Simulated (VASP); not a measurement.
**TaN: relaxation of cell and atoms with LDA**

The system is TaN.

```
Ta N
1.0
     2.90690    0.00000    0.00000
    -1.45345    2.51745    0.00000
     0.00000    0.00000    2.85087
Ta N
1 1
Direct
  0.33333 0.66667 0.50000
  0.00000 0.00000 0.00000
```

| Item | Value |
| --- | --- |
| Program | VASP 6.6.1 |
| Task | relaxation of cell and atoms |
| Functional | LDA |
| Potentials or basis | VASP PAW LDA potentials, release 64 (Ta_pv, N) |
| Cutoff | 600 eV |
| k mesh | 18 × 18 × 14 |
| Occupations | fermi-dirac, width 0.15 eV |
| Spin | no spin polarisation |
| Target pressure | 9 GPa |
| Dipole correction | no |
| Further INCAR settings | ALGO = Normal; EDIFF = 1e-06; IBRION = 2; EDIFFG = -0.001; NSW = 80; ISIF = 3 |

The relaxed volume is 10.25 Å³/atom and the relaxed cell is a = 2.888 Å, b = 2.888 Å, c = 2.837 Å, α = 90.00°, β = 90.00°, γ = 120.00°. The space group after relaxing (to 0.1 Å) is P-6m2 (No. 187). The energy change on relaxing (the run minimises the enthalpy) is +6.2 meV/atom. The ionic steps are 8 and the pressure after relaxing is 9.0 GPa. The band gap on the k mesh is zero (bands 8 and 9 overlap by 0.38 eV).

Step by step:
```tsv
step	energy change (eV)	largest force (eV/Å)	pressure (GPa)	volume (Å³)
1	0.0000	0.0000	1.97	20.86
2	0.1362	0.0000	32.07	19.51
3	0.0118	0.0000	8.84	20.51
4	0.0123	0.0000	9.00	20.50
5	0.0125	0.0000	9.02	20.50
6	0.0123	0.0000	9.00	20.50
7	0.0123	0.0000	9.01	20.50
8	0.0123	0.0000	9.01	20.50
```

Final structure:
```
Ta N
1.0
     2.88845    0.00000    0.00000
    -1.44423    2.50148    0.00000
     0.00000    0.00000    2.83712
Ta N
1 1
Direct
  0.33333 0.66667 0.50000
  0.00000 0.00000 0.00000
```

Levels at points of the mesh, in eV from the Fermi level:
| k point | band 4 | band 5 | band 6 | band 7 | band 8 | band 9 | band 10 | band 11 | band 12 |
| --- | --- | --- | --- | --- | --- | --- | --- | --- | --- |
| (0.00, 0.00, 0.00) | -17.96 | -4.81 | -4.81 | -4.49 | -2.98 | 2.71 | 3.77 | 3.77 | 4.18 |
| (0.50, 0.00, 0.00) | -15.42 | -8.56 | -5.49 | -3.74 | -3.26 | 3.10 | 4.30 | 5.43 | 5.61 |
| (0.00, 0.00, 0.50) | -14.94 | -9.66 | -3.95 | -3.95 | -0.18 | -0.18 | 2.53 | 3.39 | 3.39 |
| (0.50, 0.00, 0.50) | -15.88 | -7.63 | -6.37 | -6.01 | -0.22 | 4.51 | 5.69 | 6.46 | 7.48 |

It took 77 s on 1 thread of Intel(R) Xeon(R) 6975P-C (Granite Rapids) (shared host), peak memory 0.22 GiB.

Caveat: the cell is relaxed towards a set pressure, so the run minimises the enthalpy, not the energy; spin-orbit coupling is left out, which moves the levels of the heavy elements. LDA usually gives volumes a few per cent too small.
